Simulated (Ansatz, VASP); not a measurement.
## InSb3 in VASP and in Ansatz

File INCAR:

```
ALGO = Normal
EDIFF = 1E-6
ENCUT = 520
GGA = PE
ISIF = 2
ISMEAR = 0
LASPH = T
LCHARG = F
LREAL = F
LWAVE = F
NBANDS = 22
NELM = 100
PREC = Accurate
SIGMA = 0.15
```

KPOINTS

```
k-points
0
Gamma
  10 10 10
```

File POSCAR:

```
InSb3
1.0
    4.8233435725      0.0000000000      0.0000000000
    0.0000000000      4.8233435725      0.0000000000
    0.0000000000      0.0000000000      4.5392486361
In Sb
1 3
Direct
    0.0000000000      0.0000000000      0.0000000000
    0.5000000000      0.0000000000      0.5000000000
    0.0000000000      0.5000000000      0.5000000000
    0.5000000000      0.5000000000      0.0000000000
```

Input for Ansatz:

```yaml
crystal:
  lattice:
    - [4.8233435725, 0.0, 0.0]
    - [0.0, 4.8233435725, 0.0]
    - [0.0, 0.0, 4.5392486361]
  atoms:
    - { symbol: In, position: [0.0, 0.0, 0.0] }
    - { symbol: Sb, position: [0.5, 0.0, 0.5] }
    - { symbol: Sb, position: [0.0, 0.5, 0.5] }
    - { symbol: Sb, position: [0.5, 0.5, 0.0] }
basis:
  ecutwfc: 420
kpoints:
  mp_grid: { grid: [10, 10, 10] }
hamiltonian:
  xc: pbe
  pseudopotentials: { kind: paw, azcp: { folder: soft_1 } }
scf:
  occupations: { method: gaussian, width: 0.15 }
output:
  forces: true
  stress: true
  eigenvalues: true
```

Alike in both runs: task single point; functional PBE; k mesh 10 × 10 × 10; occupations gaussian, width 0.15 eV; no spin polarisation.

```csv
,VASP,Ansatz
version,VASP 6.6.1,Ansatz 0.2.0
potentials or method,"VASP PAW PBE potentials, release 64 (In_d, Sb), cutoff 520 eV","scalar-relativistic, plane waves, PAW"
valence electrons in the cell,28,58
```

```csv
,VASP,Ansatz,Ansatz less VASP
gap on the k mesh at the Fermi level (eV),none,none,-
pressure (GPa),3.1,3.2,+0.09
```

A gap of «none» marks a metal or a gap that the smearing closes. With one functional, cell and mesh, what is left measures potentials, basis and numerics. VASP's potentials hold 28 valence electrons a cell and Ansatz's 58, so a difference there can come from the potentials and not from the codes.

Spin-orbit coupling is off throughout.
